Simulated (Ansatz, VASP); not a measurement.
**Two plane-wave programs on SiB2**

```
Si B
1.0
     2.08576   -4.44849    0.00000
     2.08576    4.44849    0.00000
     0.00000    0.00000    2.96454
Si B
2 4
Cartesian
  1.0429 2.2242 0.0000
  1.0429 -2.2242 0.0000
  0.8834 0.9774 1.4823
  3.2881 -0.9774 1.4823
  0.8834 -0.9774 1.4823
  3.2881 0.9774 1.4823
```

Alike in both runs: task relaxation of cell and atoms; functional PBE; k mesh 4 × 4 × 6; occupations gaussian, width 0.1 eV; no spin polarisation.

|  | VASP | Ansatz |
| --- | --- | --- |
| version | VASP 6.6.1 | Ansatz 0.2.0 |
| potentials or method | VASP PAW PBE potentials, release 64 (Si, B), cutoff 600 eV | scalar-relativistic, plane waves, PAW |
| valence electrons in the cell | 20 | 20 |

```tsv
	VASP	Ansatz	Ansatz less VASP
gap on the k mesh at the Fermi level, each at its own relaxed structure (eV)	none	none	-
relaxed volume (Å³/atom)	11.74	11.95	+0.208
relaxed length of the cell vector where the two differ most in proportion (Å)	2.823	3.008	+0.1850
```

A gap of «none» marks a metal or a gap that the smearing closes. One of these differences is far larger than is usual between the two programs; its cause wasn't traced.

The k mesh is coarse, so the values compare programs but aren't converged. Noted on VASP's run: the volume moved by over 15 % at a fixed basis, so the end points are rough.
